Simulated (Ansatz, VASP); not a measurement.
Two plane-wave programs on Os

```
Os
1.0
     2.59764    0.00000    0.00000
     0.00000    2.59764    0.00000
     0.00000    0.00000    2.59764
Os
1
Direct
  0.00000 0.00000 0.00000
```

Alike in both runs: functional BLYP; k mesh 13 × 13 × 13; occupations fermi-dirac, width 0.1 eV; no spin polarisation.

Ansatz relaxed the structure, and its values are those at the end. VASP's run is a single point on that final structure, the one shown.

```csv
,VASP,Ansatz
version,VASP 6.6.1,Ansatz 0.2.0
potentials or method,"VASP PAW PBE potentials, release 64 (Os_sv_GW), cutoff 560 eV","plane waves (420 eV) with PAW, scalar-relativistic"
valence electrons in the cell,16,16
```

|  | VASP | Ansatz | Ansatz less VASP |
| --- | --- | --- | --- |
| pressure (GPa) | -0.3 | 0.0 | +0.27 |

VASP's potentials were made for PBE, not for BLYP.

Spin-orbit coupling is off throughout.
